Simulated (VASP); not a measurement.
# H (I4/mmm) in VASP: notebook, part 2 of 2

VASP 6.6.1. Earlier steps stand in the parts before.

### Step 3. Single point, r2SCAN (strain +0.0875 x Voigt [1, 1, 0, 0, 0, 0])

POSCAR

```
H
1.0
   -1.8395437361      1.8395437361      2.0584739900
    1.8395437361     -1.8395437361      2.0584739900
    1.8395437361      1.8395437361     -2.0584739900
H
2
Direct
    0.9098622900      0.9098622900      0.0000000000
    0.0901377100      0.0901377100      0.0000000000
```

INCAR.step1

```
SYSTEM = H
PREC = Accurate
ENCUT = 520
ISMEAR = 0
SIGMA = 0.05
LREAL = .False.
LASPH = .True.
NELM = 80
NBANDS = 8
GGA = PE
ALGO = Normal
EDIFF = 1E-4
LWAVE = .True.
LCHARG = .False.
```

INCAR.step2

```
SYSTEM = H
PREC = Accurate
ENCUT = 520
EDIFF = 1E-6
ISMEAR = 0
SIGMA = 0.05
LREAL = .False.
LASPH = .True.
NELM = 80
ALGO = Normal
ISIF = 2
LWAVE = .False.
LCHARG = .False.
METAGGA = R2SCAN
LMIXTAU = .True.
NBANDS = 8
ISTART = 1
```

KPOINTS

```
Automatic mesh
0
Gamma
  10 10 10
  0 0 0
```

Potentials or basis: VASP PAW PBE potentials, release 64 (H).

Launch:

```
$ cat potpaw_PBE.64/H/POTCAR > POTCAR
$ cp INCAR.step1 INCAR
$ mpirun -np 1 vasp_std > vasp.out
$ cp INCAR.step2 INCAR
$ mpirun -np 1 vasp_std > vasp.out
```

OUTCAR:

```text
SYSTEM = H
   PREC = Accurate
   ENCUT = 520
   EDIFF = 1E-6
   ISMEAR = 0
   LREAL = .False.
   LASPH = .True.
   NELM = 80
   ISIF = 2
   METAGGA = R2SCAN
   ISTART = 1

 ion  position               nearest neighbor table
   1  0.910  0.910  0.000-   2 0.74
   2  0.090  0.090  0.000-   1 0.74

  LATTYP: Found a body centered tetragonal cell.
 ALAT       =     3.6790874722
 C/A-ratio  =     1.1190133453

  Lattice vectors:

 A1 = (  -1.8395437361,   1.8395437361,   2.0584739900)
 A2 = (   1.8395437361,  -1.8395437361,   2.0584739900)
 A3 = (   1.8395437361,   1.8395437361,  -2.0584739900)

Analysis of symmetry for initial positions (statically):
=====================================================================
 Subroutine PRICEL returns:
 Original cell was already a primitive cell.

 Routine SETGRP: Setting up the symmetry group for a
 body centered tetragonal supercell.

 Subroutine GETGRP returns: Found 16 space group operations
 (whereof 16 operations were pure point group operations)
[... 161 lines left out ...]
  free energy    TOTEN  =        -6.90474326 eV

  energy without entropy =       -6.90474326  energy(sigma->0) =       -6.90474326

 E-fermi :  -8.7438     XC(G=0):  -4.8197

 val. band max:       -9.0338307590   @ k =   0.5000   0.5000   0.5000
 cond. band min:       0.9190420413   @ k =   0.5000   0.0000   0.0000
 fundamental gap:      9.9528728002
 Fermi energy:        -8.7438019973

 k-point     1 :       0.0000    0.0000    0.0000
  band No.  band energies     occupation
      1     -10.8341      2.00000
      2       4.7721      0.00000
      3       8.0779      0.00000
      4      14.1441      0.00000
      5      14.1441      0.00000
      6      17.1745      0.00000
      7      17.1745      0.00000
      8      18.3515      0.00000
[... 243 lines left out ...]
 k-point    24 :       0.4000    0.3000   -0.0000
  band No.  band energies     occupation
      1      -9.4928      2.00000
      2       2.3298      0.00000
      3       4.0264      0.00000
      4       8.8534      0.00000
      5      11.0019      0.00000
      6      16.3282      0.00000
      7      19.6646      0.00000
      8      20.1320      0.00000

 [... further k-points ...]
[... 5 lines left out ...]
  --------------------------------------------------------------------------------------
  -------------------------------------------------------------------------------------
  Total       -0.0200538     -0.0200538     -0.0229056      0.0000000      0.0000000      0.0000000
  in kB       -1.1531404     -1.1531404     -1.3171257      0.0000000      0.0000000      0.0000000
  external PRESSURE =      -1.2078022 kB  Pullay stress =       0.0000000 kB

 VOLUME and BASIS-vectors are now :
 -----------------------------------------------------------------------------
  energy-cutoff  :      520.00
  volume of cell :       27.86
      direct lattice vectors                 reciprocal lattice vectors
    -1.839543736  1.839543736  2.058473990     0.000000000  0.271806530  0.242898381
     1.839543736 -1.839543736  2.058473990     0.271806530  0.000000000  0.242898381
     1.839543736  1.839543736 -2.058473990     0.271806530  0.271806530  0.000000000

 POSITION                                       TOTAL-FORCE (eV/Angst)
 -----------------------------------------------------------------------------------
      0.00000      0.00000      3.74586         0.000000      0.000000      0.005042
      0.00000      0.00000      0.37109        -0.000000     -0.000000     -0.005042
 -----------------------------------------------------------------------------------
    total drift:                                0.000000      0.000000     -0.000000

  FREE ENERGIE OF THE ION-ELECTRON SYSTEM (eV)
  ---------------------------------------------------
  free  energy   TOTEN  =        -6.9047432555 eV

  energy  without entropy=       -6.9047432555  energy(sigma->0) =       -6.90474326
```

Wall time 60 s (1 thread of Intel Xeon Platinum 8488C (Sapphire Rapids), shared host); peak memory 0.15 GiB.

Results:

```
Free energy            : -6.9047 eV
Pressure               : -0.1 GPa
Largest force          : 0.005 eV/Å
Band gap on the k mesh : 9.95 eV, indirect (least direct gap 10.58 eV)
```

Forces on the atoms (eV/Å):
```
H    0.000  0.000  0.005
H    0.000  0.000 -0.005
```

Levels at points of the mesh, in eV from the valence-band top:
```csv
k point,band 1,band 2,band 3,band 4,band 5
"(0.00, 0.00, 0.00)",-1.80,13.81,17.11,23.18,23.18
"(0.50, 0.00, 0.00)",-0.62,9.95,17.20,18.78,19.91
"(0.50, 0.50, 0.00)",-0.55,11.41,14.75,16.86,19.86
"(0.50, 0.50, 0.50)",0.00,11.68,16.08,16.08,16.47
```

Caveat: the cell differs from its parent crystal (strain +0.0875 x Voigt [1, 1, 0, 0, 0, 0]); the PAW data sets were made with another functional, which shifts forces and pressure a little. A k mesh can miss the band edges.

### Step 4. Single point, r2SCAN (strain +0.1000 x Voigt [1, 1, 0, 0, 0, 0])

POSCAR

```
H
1.0
   -1.8606879170      1.8606879170      2.0584739900
    1.8606879170     -1.8606879170      2.0584739900
    1.8606879170      1.8606879170     -2.0584739900
H
2
Direct
    0.9098622900      0.9098622900      0.0000000000
    0.0901377100      0.0901377100      0.0000000000
```

INCAR.step1

```
SYSTEM = H
PREC = Accurate
ENCUT = 520
ISMEAR = 0
SIGMA = 0.05
LREAL = .FALSE.
LASPH = .TRUE.
NELM = 60
NBANDS = 8
GGA = PE
ALGO = Normal
EDIFF = 1E-4
LWAVE = .TRUE.
LCHARG = .FALSE.
```

INCAR.step2

```
SYSTEM = H
PREC = Accurate
ENCUT = 520
EDIFF = 1E-6
ISMEAR = 0
SIGMA = 0.05
LREAL = .FALSE.
LASPH = .TRUE.
NELM = 60
ALGO = Normal
ISIF = 2
LWAVE = .FALSE.
LCHARG = .TRUE.
METAGGA = R2SCAN
LMIXTAU = .TRUE.
LELF = .TRUE.
LVHAR = .TRUE.
NBANDS = 8
ISTART = 1
```

KPOINTS

```
regular mesh
0
G
  10 10 10
  0 0 0
```

Launch:

```
$ cat potpaw_PBE.64/H/POTCAR > POTCAR
$ cp INCAR.step1 INCAR
$ mpirun -np 1 vasp_std > vasp.out
$ cp INCAR.step2 INCAR
$ mpirun -np 1 vasp_std > vasp.out
```

Wall time 60 s (1 thread of Intel Xeon Platinum 8488C (Sapphire Rapids), shared host); peak memory 0.15 GiB.

The run converged. Its results:

- Free energy: -6.9049 eV
- Pressure: -0.1 GPa
- Largest force: 0.006 eV/Å
- Band gap on the k mesh: 9.99 eV, indirect (least direct gap 10.59 eV)

Forces in eV/Å, atoms in the order of the input:
```
H    0.000  0.000  0.006
H    0.000  0.000 -0.006
```

Levels at points of the mesh, in eV from the valence-band top:
```
           k point  band 1  band 2  band 3  band 4  band 5  band 6
(0.00, 0.00, 0.00)   -1.73   13.70   17.02   23.00   23.00   26.07
(0.50, 0.00, 0.00)   -0.60    9.99   17.08   18.65   19.74   22.75
(0.50, 0.50, 0.00)   -0.54   11.40   14.74   16.80   19.84   21.12
(0.50, 0.50, 0.50)    0.00   11.78   15.95   15.95   16.48   18.22
```

Caveat: the cell differs from its parent crystal (strain +0.1000 x Voigt [1, 1, 0, 0, 0, 0]); the PAW data sets were made with another functional, which shifts forces and pressure a little.

### Step 5. Overview

```tsv
cell	gap on the mesh (eV)	pressure (GPa)	largest force (eV/Å)
a = 3.294 Å, angles 113.0, 113.0, 102.6°, 2 atoms	9.91	-0.1	-
a = 3.317 Å, angles 112.6, 112.6, 103.3°, 2 atoms	9.95	-0.1	0.01
a = 3.341 Å, angles 112.3, 112.3, 103.9°, 2 atoms	9.99	-0.1	0.01
```

Alike in all rows: task single point; level r2SCAN; potentials or basis VASP PAW PBE potentials, release 64 (H); no spin polarisation; k mesh 10 × 10 × 10; cutoff (eV) 520; smearing gaussian 0.05 eV.

Caveats: the PAW data sets were made with another functional, which shifts forces and pressure a little.

Total energies depend on the potentials used, so only differences within one code and one set of settings carry meaning.
